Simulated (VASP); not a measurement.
Runs of VASP 6.6.1 on Cu. The structure is that of space group Fd-3m (No. 227), or close to it. The cells are those of the table. 

| task | cell | cutoff (eV) | gap on the mesh (eV) | pressure (GPa) |
| --- | --- | --- | --- | --- |
| single point | a = 3.919 Å, angles 60.0°, 2 atoms | 520 | none | -1.3 |
| single point | a = 3.868 Å, angles 60.0°, 2 atoms | 520 | none | 0.3 |
| relaxation of cell and atoms | relaxed from a = 3.559 Å, angles 60.0°, 2 atoms | 600 | none | 0.0 |
| single point | a = 3.969 Å, angles 60.0°, 2 atoms | 520 | none | (a) |

Alike in all rows: level BLYP; potentials or basis VASP PAW PBE potentials, release 64 (Cu); no spin polarisation; k mesh 11 × 11 × 11; smearing fermi-dirac 0.1 eV.

Q: Estimate the missing entries.

A: (a) -2.6.

Caveats: the PAW data sets were made with another functional, which shifts forces and pressure a little.

A gap of «none» marks levels without a gap at the run's occupations.
